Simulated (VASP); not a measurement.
A run of VASP 6.6.1:

INCAR

```
SYSTEM = Cl
PREC = Accurate ; ENCUT = 600
EDIFF = 1E-6 ; ISMEAR = 0
SIGMA = 0.02 ; LREAL = .False.
LASPH = .True. ; NELM = 60
ALGO = Normal ; ISIF = 4
LWAVE = .False. ; LCHARG = .False.
GGA = PE ; IBRION = 2
NSW = 50 ; EDIFFG = -0.01
```

The input KPOINTS:

```
regular mesh
0
Gamma
  8 8 6
  0 0 0
```

The input POSCAR:

```
Cl
1.0
    2.1680186181     -4.5726775677      0.0000000000
    2.1680186181      4.5726775677      0.0000000000
    0.0000000000      0.0000000000      4.2897783292
Cl
2
Direct
    0.6089612639      0.3910387361      0.0000000000
    0.3910387361      0.6089612639      0.0000000000
```

Potentials or basis: VASP PAW PBE potentials, release 64 (Cl).

Launch:

```console
$ cat potpaw_PBE.64/Cl/POTCAR > POTCAR
$ mpirun -np 1 vasp_std > vasp.out
```

Hardware: 1 thread of Intel(R) Xeon(R) Platinum 8259CL CPU @ 2.50GHz (Skylake/Cascade Lake) (shared host).

Question: Estimate the wall time of this run.

Answer: Run time: 2.8 min on 1 thread of Intel(R) Xeon(R) Platinum 8259CL CPU @ 2.50GHz (Skylake/Cascade Lake) (shared host), peak memory 0.27 GiB. Counts: scf iterations 38, k points 84, ion steps 6.
